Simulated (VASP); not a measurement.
## TaN: single point with PBE

TaN:

```
Ta N
1.0
     3.00878    0.00000    0.00000
    -1.50439    2.60568    0.00000
     0.00000    0.00000    4.87324
Ta N
2 2
Cartesian
  0.0000 1.7371 0.0000
  1.5044 0.8686 2.4366
  0.0000 1.7371 1.8762
  1.5044 0.8686 4.3128
```

```yaml
Program: VASP 6.6.1
Task: single point
Functional: PBE
Potentials_or_basis: VASP PAW PBE potentials, release 64 (Ta_pv, N)
Cutoff: 520 eV
k_mesh: 10 × 10 × 6
Occupations: fermi-dirac, width 0.05 eV
Spin: no spin polarisation
```

```json
{
  "Pressure": "172.5 GPa",
  "Largest force": "2.594 eV/Å",
  "Band gap on the k mesh": "zero (band 16 reaches 11.52 eV, above the bottom of band 17 at 8.66 eV)"
}
```

Forces on the atoms (eV/Å):
```
Ta   0.000  0.000  2.594
Ta   0.000  0.000  2.594
N    0.000  0.000 -2.594
N    0.000  0.000 -2.594
```

Stress tensor (GPa, compression positive):
```
182.78   0.00   0.00
  0.00 182.78   0.00
  0.00   0.00 151.91
```

Levels at points of the mesh, in eV from the Fermi level:
```tsv
k point	band 12	band 13	band 14	band 15	band 16	band 17	band 18	band 19	band 20	band 21
(0.00, 0.00, 0.00)	-8.16	-8.16	-7.61	-0.92	-0.92	-0.29	2.24	2.77	2.77	4.59
(0.50, 0.00, 0.00)	-6.58	-6.24	-5.28	-2.52	-1.10	0.46	1.49	2.13	3.95	4.50
(0.00, 0.00, 0.50)	-8.79	-8.79	-8.79	1.24	1.24	1.24	1.24	1.92	1.92	6.98
(0.50, 0.00, 0.50)	-6.69	-6.65	-6.65	-0.47	-0.47	2.26	2.26	2.37	2.37	5.21
```

It took 51 s on 1 thread of Intel(R) Xeon(R) Platinum 8259CL CPU @ 2.50GHz (Skylake/Cascade Lake) (shared host), peak memory 0.18 GiB.

Caveat: spin-orbit coupling is left out, which moves the levels of the heavy elements; forces of over 1 eV/Å act on the atoms, so gaps and moduli don't describe the material at rest.
